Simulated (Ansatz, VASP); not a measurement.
MgS in VASP and in Ansatz

INCAR

```
PREC = Accurate
ENCUT = 520
EDIFF = 1E-7
ISMEAR = -1
SIGMA = 0.05
LREAL = F
LASPH = T
NELM = 80
ALGO = Normal
ISIF = 2
LWAVE = F
LCHARG = F
NBANDS = 16
```

File KPOINTS:

```
Automatic mesh
0
Gamma
  8 8 4
```

POSCAR

```
MgS
1.0
    4.0075435882      0.0000000000      0.0000000000
   -2.0037717941      3.4706345542      0.0000000000
    0.0000000000      0.0000000000      6.3891231196
S Mg
2 2
Direct
    0.6666666667      0.3333333333      0.8792441500
    0.3333333333      0.6666666667      0.3792441500
    0.3333333333      0.6666666667      0.9957548500
    0.6666666667      0.3333333333      0.4957548500
```

File input.yaml:

```yaml
crystal:
  lattice:
    - [4.0075435882, 0.0, 0.0]
    - [-2.0037717941, 3.4706345542, 0.0]
    - [0.0, 0.0, 6.3891231196]
  atoms:
    - { symbol: S, position: [0.6666666667, 0.3333333333, 0.87924415] }
    - { symbol: S, position: [0.3333333333, 0.6666666667, 0.37924415] }
    - { symbol: Mg, position: [0.3333333333, 0.6666666667, 0.99575485] }
    - { symbol: Mg, position: [0.6666666667, 0.3333333333, 0.49575485] }
hamiltonian:
  xc: lda
  pseudopotentials: { kind: paw }
kpoints:
  mp_grid: { grid: [8, 8, 4] }
scf:
  occupations: { method: fermi_dirac, width: 0.05 }
output:
  forces: true
  stress: true
  eigenvalues: true
```

Alike in both runs: task single point; functional LDA; k mesh 8 × 8 × 4; occupations fermi-dirac, width 0.05 eV; no spin polarisation.

|  | VASP | Ansatz |
| --- | --- | --- |
| version | VASP 6.6.1 | Ansatz 0.2.0 |
| potentials or method | VASP PAW LDA potentials, release 64 (S, Mg) | Ansatz PAW |
| plane-wave cutoff (eV) | 520 | 420 |
| valence electrons in the cell | 16 | 32 |

VASP gave:

* gap on the k mesh at the Fermi level (eV): 3.26
* least direct gap on the mesh (eV): 3.26
* pressure (GPa): -1.3
* traceless stress, the component that is largest in VASP (GPa): -0.17
* rms of the force components (eV/Å): 0.030

**Question.** What did Ansatz give for the same quantities?

**Answer.** gap on the k mesh at the Fermi level (eV): 3.25; least direct gap on the mesh (eV): 3.25; pressure (GPa): -1.0; traceless stress, the component that is largest in VASP (GPa): -0.18; rms of the force components (eV/Å): 0.029.

LDA's correlation is that of Perdew and Zunger in VASP and of Perdew and Wang (1992) in Ansatz. Atom by atom the forces differ by 0.001 eV/Å (rms over components). VASP's potentials hold 16 valence electrons a cell and Ansatz's 32, so a difference there can come from the potentials and not from the codes.
